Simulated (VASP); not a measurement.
# SnH5 (P6/mmm) in VASP: relaxation of cell and atoms with PBE

Aim: the relaxation of cell and atoms of SnH5 with PBE.

Everything below comes from runs of VASP 6.6.1. Logs are shortened: lines on timing, memory, paths and dates and some standing lists are left out, and cuts for length are marked.

### 1 The cell of the first run

Symmetry: P6/mmm, No. 191, hexagonal system. The conventional cell has a = 3.891 Å, b = 3.891 Å, c = 5.282 Å, α = 90.00°, β = 90.00°, γ = 120.00°. Sn (site symmetry 6/mmm) has 14 H at 2.64 to 2.74 Å within 3.5 Å. H (site symmetry 3m) has 7 H at 2.16 to 2.49 Å and 3 Sn at 2.74 Å within 2.9 Å. H (site symmetry 6/mmm) has 12 H at 2.49 Å and 2 Sn at 2.64 Å within 3.3 Å.

The cell was built from a structure type or drawn by symmetry, and may not be a known phase.

### 2 Relaxation of cell and atoms, PBE

INCAR reads:

```
SYSTEM = SnH5
  ALGO = Normal
  EDIFF = 1E-7
  EDIFFG = -0.04
  ENCUT = 910
  GGA = PE
  GGA_COMPAT = .False.
  IBRION = 2
  ISIF = 3
  ISMEAR = 0
  LASPH = .True.
  LCHARG = .False.
  LREAL = .False.
  LWAVE = .False.
  NELM = 120
  NELMIN = 4
  NSW = 90
  PREC = Accurate
  SIGMA = 0.1
```

KPOINTS reads:

```
k-points
0
Gamma
  6 6 4
  0 0 0
```

POSCAR reads:

```
SnH5
1.0
    3.8909350100      0.0000000000      0.0000000000
   -1.9454675100      3.3696485600      0.0000000000
    0.0000000000      0.0000000000      5.2817527400
Sn H
1 5
Direct
    0.0000000000      0.0000000000      0.5000000000
    0.6666666700      0.3333333300      0.7959949400
    0.0000000000      0.0000000000      0.0000000000
    0.6666666700      0.3333333300      0.2040050600
    0.3333333300      0.6666666700      0.2040050600
    0.3333333300      0.6666666700      0.7959949400
```

Potentials or basis: VASP PAW PBE potentials, release 64 (Sn_d, H_h).

Run with:

```
cat potpaw_PBE.64/Sn_d/POTCAR potpaw_PBE.64/H_h/POTCAR > POTCAR
mpirun -np 1 vasp_std > vasp.out
```

OUTCAR:

```text
SYSTEM = SnH5
   EDIFF = 1E-7
   EDIFFG = -0.04
   ENCUT = 910
   GGA = PE
   IBRION = 2
   ISIF = 3
   ISMEAR = 0
   LASPH = .True.
   LREAL = .False.
   NELM = 120
   NELMIN = 4
   NSW = 90
   PREC = Accurate

 ion  position               nearest neighbor table
   1  0.000  0.000  0.500-
   2  0.667  0.333  0.796-
   3  0.000  0.000  0.000-
   4  0.667  0.333  0.204-
   5  0.333  0.667  0.204-
   6  0.333  0.667  0.796-

  LATTYP: Found a hexagonal cell.
 ALAT       =     3.8909350100
 C/A-ratio  =     1.3574507738

  Lattice vectors:

 A1 = (   3.8909350100,   0.0000000000,   0.0000000000)
 A2 = (  -1.9454675100,   3.3696485600,   0.0000000000)
 A3 = (   0.0000000000,   0.0000000000,   5.2817527400)

Analysis of symmetry for initial positions (statically):
=====================================================================
 Subroutine PRICEL returns:
 Original cell was already a primitive cell.

 Routine SETGRP: Setting up the symmetry group for a
 hexagonal supercell.

 Subroutine GETGRP returns: Found 24 space group operations
 (whereof 24 operations were pure point group operations)
 out of a pool of 24 trial point group operations.

The static configuration has the point symmetry D_6h.

Analysis of symmetry for dynamics (positions and initial velocities):
=====================================================================
 Subroutine PRICEL returns:
 Original cell was already a primitive cell.

 Routine SETGRP: Setting up the symmetry group for a
 hexagonal supercell.

 Subroutine GETGRP returns: Found 24 space group operations
 (whereof 24 operations were pure point group operations)
 out of a pool of 24 trial point group operations.

The dynamic configuration has the point symmetry D_6h.

 Subroutine INISYM returns: Found 24 space group operations
 (whereof 24 operations are pure point group operations),
 and found     1 'primitive' translations

----------------------------------------------------------------------------------------

                                     Primitive cell

  volume of cell :      69.2495

  direct lattice vectors                    reciprocal lattice vectors
     3.890935010  0.000000000  0.000000000     0.257007634  0.148383427  0.000000000
    -1.945467510  3.369648560  0.000000000     0.000000000  0.296766853  0.000000000
     0.000000000  0.000000000  5.281752740     0.000000000  0.000000000  0.189331089

  length of vectors
     3.890935010  3.890935010  5.281752740     0.296766853  0.296766853  0.189331089

  position of ions in fractional coordinates (direct lattice)
     0.000000000  0.000000000  0.500000000
     0.666666670  0.333333330  0.795994940
     0.000000000  0.000000000  0.000000000
     0.666666670  0.333333330  0.204005060
     0.333333330  0.666666670  0.204005060
     0.333333330  0.666666670  0.795994940

  ion indices of the primitive-cell ions
   primitive index   ion index
                 1           1
                 2           2
                 3           3
                 4           4
                 5           5
                 6           6

----------------------------------------------------------------------------------------

 KPOINTS: k-points

Automatic generation of k-mesh.
 Grid dimensions read from file:
 generate k-points for:    6    6    4

 Generating k-lattice:

  Cartesian coordinates                     Fractional coordinates (reciprocal lattice)
     0.042834606  0.024730571  0.000000000     0.166666667 -0.000000000  0.000000000
     0.000000000  0.049461142  0.000000000     0.000000000  0.166666667  0.000000000
     0.000000000  0.000000000  0.047332772     0.000000000  0.000000000  0.250000000

  Length of vectors
     0.049461142  0.049461142  0.047332772

  Shift w.r.t. Gamma in fractional coordinates (k-lattice)
     0.000000000  0.000000000  0.000000000

 Subroutine IBZKPT returns following result:
 ===========================================

 Found     21 irreducible k-points:

 Following reciprocal coordinates:
            Coordinates               Weight
  0.000000  0.000000  0.000000      1.000000
  0.166667 -0.000000  0.000000      6.000000
  0.333333  0.000000  0.000000      6.000000
  0.500000  0.000000  0.000000      3.000000
  0.166667  0.166667  0.000000      6.000000
  0.333333  0.166667  0.000000     12.000000
[... 13 lines left out ...]
  0.333333  0.166667  0.500000     12.000000
  0.333333  0.333333  0.500000      2.000000
   k-points           NKPTS =     21   k-points in BZ     NKDIM =     21   number of bands    NBANDS=     13
   number of dos      NEDOS =    301   number of ions     NIONS =      6
   total plane-waves  NPLWV =  86400
   dimension x,y,z NGX =    40 NGY =   40 NGZ =   54
   dimension x,y,z NGXF=    80 NGYF=   80 NGZF=  108
   ions per type =               1   5
   NGX,Y,Z   is equivalent  to a cutoff of  17.09, 17.09, 17.00 a.u.
   NGXF,Y,Z  is equivalent  to a cutoff of  34.18, 34.18, 33.99 a.u.
 SYSTEM =  SnH5
   PREC   = accura    normal or accurate (medium, high low for compatibility)
   ISTART =      0    job   : 0-new  1-cont  2-samecut
   ICHARG =      2    charge: 1-file 2-atom 10-const
   ISPIN  =      1    spin polarized calculation?
   LNONCOLLINEAR =      F non collinear calculations
   LSORBIT =      F    spin-orbit coupling
   LASPH  =      T    aspherical Exc in radial PAW
   ENCUT  =  910.0 eV  66.88 Ry    8.18 a.u.   9.57  9.57 12.99*2*pi/ulx,y,z
   NELM   =    120;   NELMIN=  4; NELMDL= -5     # of ELM steps
   EDIFF  = 0.1E-06   stopping-criterion for ELM
   LREAL  =      F    real-space projection
   EDIFFG = -.4E-01   stopping-criterion for IOM
   NSW    =     90    number of steps for IOM
   IBRION =      2    ionic relax: 0-MD 1-quasi-New 2-CG
   NFREE  =      1    steps in history (QN), initial steepest desc. (CG)
   ISIF   =      3    stress and relaxation
   ISYM   =      2    0-nonsym 1-usesym 2-fastsym
   POTIM  = 0.5000    time-step for ionic-motion
   TEBEG  =    0.0;   TEEND  =   0.0 temperature during run
   PSTRESS=    0.0 pullay stress
   NELECT =      19.0000    total number of electrons
   NUPDOWN=      -1.0000    fix difference up-down
   EMIN   =  10.00;   EMAX   =-10.00  energy-range for DOS
   EFERMI =   0.00;   METHOD = LEGACY
   ISMEAR =     0;   SIGMA  =   0.10  broadening in eV -4-tet -1-fermi 0-gaus
   EFERMI_NEDOS =   21; number of points for ismear=-14 and -15
   IALGO  =     38    algorithm
   IMIX   =      4    mixing-type and parameters
     AMIX     =   0.40;   BMIX     =  1.00
     AMIX_MAG =   1.60;   BMIX_MAG =  1.00
  volume/ion in A,a.u.               =      11.54        77.89
  Fermi-wavevector in a.u.,A,eV,Ry     =   1.063785  2.010262 15.396873  1.131638
  Thomas-Fermi vector in A             =   2.199281
   LORBIT       =      0    0 simple, 1 ext, 2 COOP (PROOUT), +10 PAW based schemes
   GGA     = PE    functional components
   LHFCALC =     F    Hartree Fock is set to
   AEXX    =    0.0000 exact exchange contribution
   IVDW    =     0    specifies the selected vdW correction
   LEPSILON=     F    determine dielectric tensor
   LRPA    =     F    only Hartree local field effects (RPA)
 conjugate gradient relaxation of ions
 non-spin polarized calculation
 Gauss-broadening in eV      SIGMA  =   0.10
  energy-cutoff  :      910.00
  volume of cell :       69.25
 maximum number of plane-waves:      4352
 NGX is ok and might be reduce to    40
   NGX = 19   NGY = 19   NGZ = 25

--------------------------------------- Ionic step        1  -------------------------------------------

 number of electron      19.0000000 magnetization

 Free energy of the ion-electron system (eV)
  ---------------------------------------------------
  ext. energy  EPLUGINS =         0.00000000
  ---------------------------------------------------
  free energy    TOTEN  =       -12.81580028 eV

  energy without entropy =      -12.80030349  energy(sigma->0) =      -12.80805189

------------------------ aborting loop because EDIFF is reached ----------------------------------------

  FORCE on cell =-STRESS in cart. coord.  units (eV):
  Direction    XX          YY          ZZ          XY          YZ          ZX
  --------------------------------------------------------------------------------------
  -------------------------------------------------------------------------------------
  Total       -4.6508065     -4.6508065     -6.6701235      0.0000000     -0.0000000     -0.0000000
  in kB     -107.6024609   -107.6024607   -154.3219877      0.0000002     -0.0000000     -0.0000000
  external PRESSURE =    -123.1756364 kB  Pullay stress =       0.0000000 kB
[... 1120 lines left out ...]
 k-point    21 :       0.3333    0.3333    0.5000
  band No.  band energies     occupation
      1     -16.9984      2.00000
      2     -16.9984      2.00000
      3     -16.9954      2.00000
      4     -16.9790      2.00000
      5     -16.9790      2.00000
      6      -2.5560      2.00000
      7      -2.2328      2.00000
      8      -2.2328      2.00000
      9      -0.8452      2.00000
     10       2.9549      2.00000
     11       2.9549      2.00000
     12      13.6884      0.00000
     13      13.6884      0.00000

[... ionic steps 4 to 27 ...]

--------------------------------------- Ionic step       28  -------------------------------------------

 number of electron      19.0000000 magnetization

------------------------ aborting loop because EDIFF is reached ----------------------------------------

  FORCE on cell =-STRESS in cart. coord.  units (eV):
  Direction    XX          YY          ZZ          XY          YZ          ZX
  --------------------------------------------------------------------------------------
  -------------------------------------------------------------------------------------
  Total       -0.0085002     -0.0085002      0.1591662      0.0000000      0.0000000      0.0000000
  in kB       -0.2324183     -0.2324183      4.3520425      0.0000000      0.0000000      0.0000000
  external PRESSURE =       1.2957353 kB  Pullay stress =       0.0000000 kB
[... 65 lines left out ...]
  energy  without entropy=      -18.6134698936  energy(sigma->0) =      -18.61855188

--------------------------------------- Ionic step       30  -------------------------------------------

 number of electron      19.0000001 magnetization

 Free energy of the ion-electron system (eV)
  ---------------------------------------------------
  ext. energy  EPLUGINS =         0.00000000
  ---------------------------------------------------
  free energy    TOTEN  =       -18.62549227 eV

  energy without entropy =      -18.61665732  energy(sigma->0) =      -18.62107480

 E-fermi :   3.0786     XC(G=0):  -8.9483

 val. band max:        3.0376568679   @ k =   0.3333   0.1667   0.0000
 cond. band min:       3.1528856434   @ k =   0.1667  -0.0000   0.0000
 fundamental gap:      0.1152287755
 Fermi energy:         3.0786117164

 k-point     1 :       0.0000    0.0000    0.0000
  band No.  band energies     occupation
      1     -18.7128      2.00000
      2     -18.7128      2.00000
      3     -18.6549      2.00000
      4     -18.6260      2.00000
      5     -18.6260      2.00000
      6      -7.5953      2.00000
      7      -1.8115      2.00000
      8      -1.5289      2.00000
      9       2.8293      1.99958
     10       2.9987      1.74144
     11       5.8482      0.00000
     12       5.8482      0.00000
[... 352 lines left out ...]
  FREE ENERGIE OF THE ION-ELECTRON SYSTEM (eV)
  ---------------------------------------------------
  free  energy   TOTEN  =       -18.6254922743 eV

  energy  without entropy=      -18.6166573161  energy(sigma->0) =      -18.62107480

 reached required accuracy - stopping structural energy minimisation
```

Wall time 21 min (1 thread of AMD EPYC 7R43 (Zen 3), shared host); peak memory 0.31 GiB.

What came out:

| Quantity | Value |
| --- | --- |
| Free energy | -18.6255 eV |
| Relaxed volume | 9.73 Å³/atom |
| Relaxed cell | a = 4.025 Å, b = 4.025 Å, c = 4.160 Å, α = 90.00°, β = 90.00°, γ = 120.00° |
| Space group after relaxing (to 0.1 Å) | P6/mmm (No. 191) |
| Pressure after relaxing | -0.1 GPa |
| Largest force after relaxing | 0.012 eV/Å |
| Band gap on the k mesh | zero (an odd number of electrons rules out a gap without spin polarisation) |

Forces in eV/Å, atoms in the order of the input:
```
Sn   0.000  0.000  0.000
H    0.000  0.000 -0.012
H    0.000  0.000  0.000
H    0.000  0.000  0.012
H    0.000  0.000  0.012
H    0.000  0.000 -0.012
```

Stress tensor (GPa, compression positive):
```
 0.05  0.00  0.00
 0.00  0.05  0.00
 0.00  0.00 -0.49
```

Final structure:
```yaml
crystal:
  lattice:
    - [4.02487, 0.00000, 0.00000]
    - [-2.01243, 3.48564, 0.00000]
    - [0.00000, 0.00000, 4.15988]
  atoms:
    - { symbol: Sn, position: [0.00000, 0.00000, 0.50000] }
    - { symbol: H, position: [0.66667, 0.33333, 0.90777] }
    - { symbol: H, position: [0.00000, 0.00000, 0.00000] }
    - { symbol: H, position: [0.66667, 0.33333, 0.09223] }
    - { symbol: H, position: [0.33333, 0.66667, 0.09223] }
    - { symbol: H, position: [0.33333, 0.66667, 0.90777] }
```

Levels at points of the mesh, in eV from the Fermi level:
```
           k point  band 6  band 7  band 8  band 9  band 10  band 11  band 12  band 13
(0.00, 0.00, 0.00)  -10.67   -4.89   -4.61   -0.25    -0.08     2.77     2.77     6.92
(0.50, 0.00, 0.00)   -8.27   -7.87   -5.29    0.21     0.75     1.06     1.77     4.33
(0.00, 0.00, 0.50)   -9.28   -7.76   -4.49   -2.44     3.58     3.58     5.45     6.99
(0.50, 0.00, 0.50)   -7.29   -6.63   -6.11   -3.97    -2.43     2.06     4.11     5.76
```

Caveat: the volume moved by over 15 % at a fixed basis, so the end points are rough; spin-orbit coupling is left out, which moves the levels of the heavy elements.
